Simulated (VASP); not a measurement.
Write the native input for VASP 6.6.1 that does the following.

```
Task                   : single point
Functional             : LDA
Potentials or basis    : VASP PAW LDA potentials, release 64 (Te, Pb_d)
Cutoff                 : 520 eV
k mesh                 : 10 × 10 × 10
Occupations            : gaussian, width 0.02 eV
Spin                   : no spin polarisation
Dipole correction      : no
Further INCAR settings : ALGO = Normal; EDIFF = 1e-07; NBANDS = 17
```

The structure of TePb lies in POSCAR:

```
TePb
1.0
    0.0000000000      3.1893632659      3.1893632659
    3.1893632659      0.0000000000      3.1893632659
    3.1893632659      3.1893632659      0.0000000000
Te Pb
1 1
Direct
    0.5000000000      0.5000000000      0.5000000000
    0.0000000000      0.0000000000      0.0000000000
```

The input as run:

INCAR

```
SYSTEM = TePb
PREC     = Accurate       ! precision mode
ENCUT    = 520            ! plane-wave cutoff, eV
EDIFF    = 1E-7           ! SCF threshold, eV
ISMEAR   = 0              ! smearing method
SIGMA    = 0.02           ! smearing width, eV
LREAL    = .False.        ! projectors in reciprocal space
LASPH    = .True.         ! aspherical terms in the spheres
NELM     = 60             ! most SCF steps
ALGO     = Normal         ! electronic algorithm
ISIF     = 2              ! what is computed and relaxed
LWAVE    = .False.        ! write WAVECAR
LCHARG   = .False.        ! write CHGCAR
NBANDS   = 17             ! bands
```

KPOINTS

```
regular mesh
0
Gamma
  10 10 10
  0 0 0
```

Potentials or basis: VASP PAW LDA potentials, release 64 (Te, Pb_d).

Command:

```console
$ cat potpaw_LDA.64/Te/POTCAR potpaw_LDA.64/Pb_d/POTCAR > POTCAR
$ mpirun -np 1 vasp_std > vasp.out
```

It gave:

| Property | Result |
| --- | --- |
| Pressure | 0.1 GPa |
| Band gap on the k mesh | 0.55 eV, direct |

Caveat: spin-orbit coupling is left out, which moves the levels of the heavy elements.

It took 28 s on 1 thread of Intel(R) Xeon(R) Platinum 8488C (Sapphire Rapids), with other jobs on the host, peak memory 0.2 GiB.
